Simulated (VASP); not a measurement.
# C (P6_3/mmc) in VASP: phonons with PBE+D3(BJ)

Aim: the phonons of C with PBE+D3(BJ).

Everything below comes from runs of VASP 6.6.1. Logs are shortened: lines on timing, memory, paths and dates and some standing lists are left out, and cuts for length are marked.

## (1) The cell of the first run

It takes space group P6_3/mmc (No. 194, hexagonal). The conventional cell has a = 2.465 Å, b = 2.465 Å, c = 6.738 Å, α = 90.00°, β = 90.00°, γ = 120.00°. C (site symmetry -6m2) has 3 C at 1.42 Å within 1.9 Å. C (site symmetry -6m2) has 3 C at 1.42 Å within 1.9 Å.

## (2) Phonons, PBE+D3(BJ)

INCAR reads:

```
SYSTEM = C
PREC = Accurate ; ENCUT = 600
EDIFF = 1E-8 ; ISMEAR = -1
SIGMA = 0.15 ; LREAL = .False.
LASPH = .True. ; NELM = 120
ALGO = Normal ; ISIF = 2
LWAVE = .False. ; LCHARG = .False.
GGA = PE ; IVDW = 12
IBRION = 6 ; NFREE = 2
POTIM = 0.015 ; NSW = 1
GGA_COMPAT = .False.
```

KPOINTS reads:

```
Automatic mesh
0
Gamma
  18 18 6
  0 0 0
```

POSCAR reads:

```
C
1.0
    2.4649796655      0.0000000000      0.0000000000
   -1.2324898327      2.1347350101      0.0000000000
    0.0000000000      0.0000000000      6.7384326307
C
4
Direct
    0.0000000000      0.0000000000      0.0025000000
    0.0000000000      0.0000000000      0.5025000000
    0.3333333333      0.6666666667      0.0025000000
    0.6666666667      0.3333333333      0.5025000000
```

Potentials or basis: VASP PAW PBE potentials, release 64 (C).

Run with:

```sh
> cat potpaw_PBE.64/C/POTCAR > POTCAR
> mpirun -np 1 vasp_std > vasp.out
```

OUTCAR:

```text
SYSTEM = C
   PREC = Accurate
   ENCUT = 600
   EDIFF = 1E-8
   ISMEAR = -1
   LREAL = .False.
   LASPH = .True.
   NELM = 120
   ISIF = 2
   GGA = PE
   IVDW = 12
   IBRION = 6
   NFREE = 2
   POTIM = 0.015
   NSW = 1
 IVDW          = 12

 ion  position               nearest neighbor table
   1  0.000  0.000  0.002-   3 1.42   3 1.42   3 1.42
   2  0.000  0.000  0.502-   4 1.42   4 1.42   4 1.42
   3  0.333  0.667  0.002-   1 1.42   1 1.42   1 1.42
   4  0.667  0.333  0.502-   2 1.42   2 1.42   2 1.42

  LATTYP: Found a hexagonal cell.
 ALAT       =     2.4649796655
 C/A-ratio  =     2.7336666201

  Lattice vectors:

 A1 = (   2.4649796655,   0.0000000000,   0.0000000000)
 A2 = (  -1.2324898327,   2.1347350101,   0.0000000000)
 A3 = (   0.0000000000,   0.0000000000,   6.7384326307)

Analysis of symmetry for initial positions (statically):
=====================================================================
 Subroutine PRICEL returns:
 Original cell was already a primitive cell.

 Routine SETGRP: Setting up the symmetry group for a
 hexagonal supercell.

 Subroutine GETGRP returns: Found 24 space group operations
 (whereof  6 operations were pure point group operations)
 out of a pool of 24 trial point group operations.

The static configuration has the point symmetry C_3v.
 The point group associated with its full space group is D_6h.

Analysis of symmetry for dynamics (positions and initial velocities):
=====================================================================
 Subroutine PRICEL returns:
 Original cell was already a primitive cell.

 Routine SETGRP: Setting up the symmetry group for a
 hexagonal supercell.

 Subroutine GETGRP returns: Found 24 space group operations
 (whereof  6 operations were pure point group operations)
 out of a pool of 24 trial point group operations.

The dynamic configuration has the point symmetry C_3v.
 The point group associated with its full space group is D_6h.

 Subroutine INISYM returns: Found 24 space group operations
 (whereof  6 operations are pure point group operations),
 and found     1 'primitive' translations

----------------------------------------------------------------------------------------

                                     Primitive cell

  volume of cell :      35.4582

  direct lattice vectors                    reciprocal lattice vectors
     2.464979666  0.000000000  0.000000000     0.405682860  0.234221108  0.000000000
    -1.232489833  2.134735010  0.000000000     0.000000000  0.468442217  0.000000000
     0.000000000  0.000000000  6.738432631     0.000000000  0.000000000  0.148402463

  length of vectors
     2.464979666  2.464979665  6.738432631     0.468442217  0.468442217  0.148402463

  position of ions in fractional coordinates (direct lattice)
     0.000000000  0.000000000  0.002500000
     0.000000000  0.000000000  0.502500000
     0.333333333  0.666666667  0.002500000
     0.666666667  0.333333333  0.502500000

  ion indices of the primitive-cell ions
   primitive index   ion index
                 1           1
                 2           2
                 3           3
                 4           4

----------------------------------------------------------------------------------------

 KPOINTS: Automatic mesh

Automatic generation of k-mesh.
 Grid dimensions read from file:
 generate k-points for:   18   18    6

 Generating k-lattice:

  Cartesian coordinates                     Fractional coordinates (reciprocal lattice)
     0.022537937  0.013012284  0.000000000     0.055555556  0.000000000  0.000000000
     0.000000000  0.026024568  0.000000000     0.000000000  0.055555556  0.000000000
     0.000000000  0.000000000  0.024733744     0.000000000  0.000000000  0.166666667

  Length of vectors
     0.026024568  0.026024568  0.024733744
[... 45 lines left out ...]
   PREC   = accura    normal or accurate (medium, high low for compatibility)
   ISTART =      0    job   : 0-new  1-cont  2-samecut
   ICHARG =      2    charge: 1-file 2-atom 10-const
   ISPIN  =      1    spin polarized calculation?
   LNONCOLLINEAR =      F non collinear calculations
   LSORBIT =      F    spin-orbit coupling
   LASPH  =      T    aspherical Exc in radial PAW
   ENCUT  =  600.0 eV  44.10 Ry    6.64 a.u.   4.92  4.92 13.46*2*pi/ulx,y,z
   NELM   =    120;   NELMIN=  2; NELMDL= -5     # of ELM steps
   EDIFF  = 0.1E-07   stopping-criterion for ELM
   LREAL  =      F    real-space projection
   EDIFFG = 0.1E-06   stopping-criterion for IOM
   NSW    =     85    number of steps for IOM
   IBRION =      6    ionic relax: 0-MD 1-quasi-New 2-CG
   NFREE  =      2    steps in history (QN), initial steepest desc. (CG)
   ISIF   =      2    stress and relaxation
   ISYM   =      2    0-nonsym 1-usesym 2-fastsym
   POTIM  = 0.0150    time-step for ionic-motion
   TEBEG  =    0.0;   TEEND  =   0.0 temperature during run
   PSTRESS=    0.0 pullay stress
   NELECT =      16.0000    total number of electrons
   NUPDOWN=      -1.0000    fix difference up-down
   EMIN   =  10.00;   EMAX   =-10.00  energy-range for DOS
   EFERMI =   0.00;   METHOD = LEGACY
   ISMEAR =    -1;   SIGMA  =   0.15  broadening in eV -4-tet -1-fermi 0-gaus
   EFERMI_NEDOS =   21; number of points for ismear=-14 and -15
   IALGO  =     38    algorithm
   IMIX   =      4    mixing-type and parameters
     AMIX     =   0.40;   BMIX     =  1.00
     AMIX_MAG =   1.60;   BMIX_MAG =  1.00
  volume/ion in A,a.u.               =       8.86        59.82
  Fermi-wavevector in a.u.,A,eV,Ry     =   1.255672  2.372875 21.452460  1.576711
  Thomas-Fermi vector in A             =   2.389417
   LORBIT       =      0    0 simple, 1 ext, 2 COOP (PROOUT), +10 PAW based schemes
   GGA     = PE    functional components
   LHFCALC =     F    Hartree Fock is set to
   AEXX    =    0.0000 exact exchange contribution
   IVDW    =    12    specifies the selected vdW correction
   LEPSILON=     F    determine dielectric tensor
   LRPA    =     F    only Hartree local field effects (RPA)
 finite differences with symmetry
 non-spin polarized calculation
  energy-cutoff  :      600.00
  volume of cell :       35.46
 maximum number of plane-waves:      1215
 NGX is ok and might be reduce to    20
   NGX =  9   NGY =  9   NGZ = 27

--------------------------------------- Ionic step        1  -------------------------------------------

 number of electron      16.0000000 magnetization

 Free energy of the ion-electron system (eV)
  ---------------------------------------------------
  ext. energy  EPLUGINS =         0.00000000
  ---------------------------------------------------
  free energy    TOTEN  =       -36.85924226 eV

  energy without entropy =      -36.85404688  energy(sigma->0) =      -36.85664457

------------------------ aborting loop because EDIFF is reached ----------------------------------------

 Edisp (eV)   -0.62221

 E8    (eV) :    -0.1762
[... 327 lines left out ...]
--------------------------------------- Ionic step        9  -------------------------------------------

 number of electron      16.0000000 magnetization

 Free energy of the ion-electron system (eV)
  ---------------------------------------------------
  ext. energy  EPLUGINS =         0.00000000
  ---------------------------------------------------
  free energy    TOTEN  =       -36.85734404 eV

  energy without entropy =      -36.85214706  energy(sigma->0) =      -36.85474555

 E-fermi :   4.6467     XC(G=0): -10.2940

 val. band max:        4.6436093030   @ k =   0.3333   0.3333   0.3333
 cond. band min:       4.6511596788   @ k =   0.3333   0.3333   0.5000
 fundamental gap:      0.0075503757
 Fermi energy:         4.6467124599

 k-point     1 :       0.0000    0.0000    0.0000
  band No.  band energies     occupation
      1     -15.0078      2.00000
      2     -14.7175      2.00000
      3      -3.8557      2.00000
      4      -1.9306      2.00000
      5       1.6221      2.00000
      6       1.6221      2.00000
      7       1.6399      2.00000
      8       1.6399      2.00000
      9       8.8899      0.00000
     10      12.9617      0.00000
     11      12.9628      0.00000
     12      13.0118      0.00000
[... 331 lines left out ...]
 k-point    24 :       0.3889    0.1111    0.0000
  band No.  band energies     occupation
      1     -10.2749      2.00000
      2     -10.0748      2.00000
      3      -7.6220      2.00000
      4      -7.4664      2.00000
      5      -2.6105      2.00000
      6      -2.5368      2.00000
      7       1.5483      2.00000
      8       2.6607      2.00000
      9       6.4741      0.00001
     10       7.2545      0.00000
     11      13.1082      0.00000
     12      13.5235      0.00000

 [... further k-points ...]

------------------------ aborting loop because EDIFF is reached ----------------------------------------

 Edisp (eV)   -0.62221

 E8    (eV) :    -0.1762
[... 27 lines left out ...]
  FREE ENERGIE OF THE ION-ELECTRON SYSTEM (eV)
  ---------------------------------------------------
  free  energy   TOTEN  =       -37.4795567256 eV

  energy  without entropy=      -37.4743597516  energy(sigma->0) =      -37.47695824

 INTERNAL STRAIN TENSORS FROM DISPLACED ATOMS
 ============================================

 INTERNAL STRAIN TENSOR FOR ION    1 for displacements in x,y,z  (eV/Angst):
          X           Y           Z          XY          YZ          ZX
  --------------------------------------------------------------------------------
  x    -0.00000     0.00000    -0.00000   -11.30156     0.00000     0.00000
  y   -11.30156    11.30156    -0.00000     0.00000     0.00000     0.00000
  z     0.00000     0.00000     0.00000    -0.00000     0.00000     0.00000

 INTERNAL STRAIN TENSOR FOR ION    4 for displacements in x,y,z  (eV/Angst):
          X           Y           Z          XY          YZ          ZX
  --------------------------------------------------------------------------------
  x    -0.00000     0.00000     0.00000   -11.40904     0.00000     0.00000
  y   -11.40904    11.40904     0.00000     0.00000     0.00000     0.00000
  z     0.00000    -0.00000    -0.00000     0.00000    -0.00000    -0.00000

 Eigenvectors and eigenvalues of the dynamical matrix
 ----------------------------------------------------

   1 f  =   46.884275 THz   294.582588 2PiTHz 1563.891078 cm-1   193.897694 meV
             X         Y         Z           dx          dy          dz
      0.000000  0.000000  0.016846     0.443598    0.230700   -0.000000
      0.000000  0.000000  3.386062     0.443598    0.230700   -0.000000
     -0.000000  1.423157  0.016846    -0.443595   -0.230698    0.000000
      1.232490  0.711578  3.386062    -0.443595   -0.230698    0.000000
[... 71 lines left out ...]
  12 f/i=    0.000216 THz     0.001359 2PiTHz    0.007214 cm-1     0.000894 meV
             X         Y         Z           dx          dy          dz
      0.000000  0.000000  0.016846     0.000001    0.000000    0.500004
      0.000000  0.000000  3.386062     0.000001    0.000000    0.500004
     -0.000000  1.423157  0.016846     0.000001    0.000000    0.499996
      1.232490  0.711578  3.386062     0.000001    0.000000    0.499996

 ELASTIC MODULI CONTR FROM IONIC RELAXATION (kBar)
 Direction    XX          YY          ZZ          XY          YZ          ZX
 --------------------------------------------------------------------------------
 XX        -224.3518    224.3518      0.0000     -0.0000      0.0000      0.0000
 YY         224.3518   -224.3518     -0.0000     -0.0000     -0.0000     -0.0000
 ZZ           0.0000     -0.0000     -0.0000      0.0000     -0.0000     -0.0000
 XY          -0.0000     -0.0000      0.0000   -224.3518      0.0000      0.0000
 YZ           0.0000     -0.0000     -0.0000      0.0000     -0.0000     -0.0000
 ZX           0.0000     -0.0000     -0.0000      0.0000     -0.0000     -0.0000
 --------------------------------------------------------------------------------
```

Wall time 13 min (1 thread of Oxide Virtual Turin-like, shared host); peak memory 0.53 GiB.

What came out:

* Highest phonon frequency at Γ: 1564 cm⁻¹
* Dispersion energy per atom: -0.156 eV

Phonon frequencies in cm⁻¹ (negative: imaginary):
| q point | frequencies |
| --- | --- |
| (0.000, 0.000, 0.000) | 0 0 0 39 39 123 865 869 1560 1560 1564 1564 |
